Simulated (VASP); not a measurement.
Here is a VASP 6.6.1 calculation.

The input POSCAR:

```
PtSe
1.0
    0.0000000000      3.0374472300      3.0374472300
    3.0374472300      0.0000000000      3.0374472300
    3.0374472300      3.0374472300      0.0000000000
Pt Se
1 1
Direct
    0.0000000000      0.0000000000      0.0000000000
    0.2500000000      0.2500000000      0.2500000000
```

Contents of INCAR.step1:

```
SYSTEM = PtSe
ALGO = Normal ; EDIFF = 1E-4
ENCUT = 520 ; GGA = PE
GGA_COMPAT = .False. ; ISMEAR = -1
LASPH = .True. ; LCHARG = .False.
LMAXMIX = 4 ; LREAL = .False.
LSORBIT = .True. ; LWAVE = .True.
MAGMOM = 0 0 0 0 0 0 ; NBANDS = 28
NELM = 150 ; PREC = Accurate
SIGMA = 0.05
```

INCAR.step2

```
SYSTEM = PtSe
ALGO = Normal ; EDIFF = 1E-7
ENCUT = 520 ; GGA_COMPAT = .False.
ISIF = 2 ; ISMEAR = -1
ISTART = 1 ; LASPH = .True.
LCHARG = .True. ; LMAXMIX = 4
LMIXTAU = .True. ; LORBIT = 11
LORBMOM = .True. ; LREAL = .False.
LSORBIT = .True. ; LVHAR = .True.
LWAVE = .False. ; MAGMOM = 0 0 0 0 0 0
METAGGA = R2SCAN ; NBANDS = 28
NELM = 150 ; PREC = Accurate
SIGMA = 0.05
```

File KPOINTS:

```
k-points
0
Gamma
  8 8 8
  0 0 0
```

Potentials or basis: VASP PAW PBE potentials, release 64 (Pt, Se).

Command:

```sh
$ cat potpaw_PBE.64/Pt/POTCAR potpaw_PBE.64/Se/POTCAR > POTCAR
$ cp INCAR.step1 INCAR
$ mpirun -np 1 vasp_ncl > vasp.out
$ cp INCAR.step2 INCAR
$ mpirun -np 1 vasp_ncl > vasp.out
```

**Question.** What does it give for the net moment?

**Answer.** 0.00 μB per cell.

**Question.** Predict the pressure.

**Answer.** -13.1 GPa.

Moments on the atoms (μB; x, y, z):
```
Pt  0.00 0.00 0.00
Se  0.00 0.00 0.00
```

Caveat: the cell stands under tension; the PAW data sets were made with another functional, which shifts forces and pressure a little.
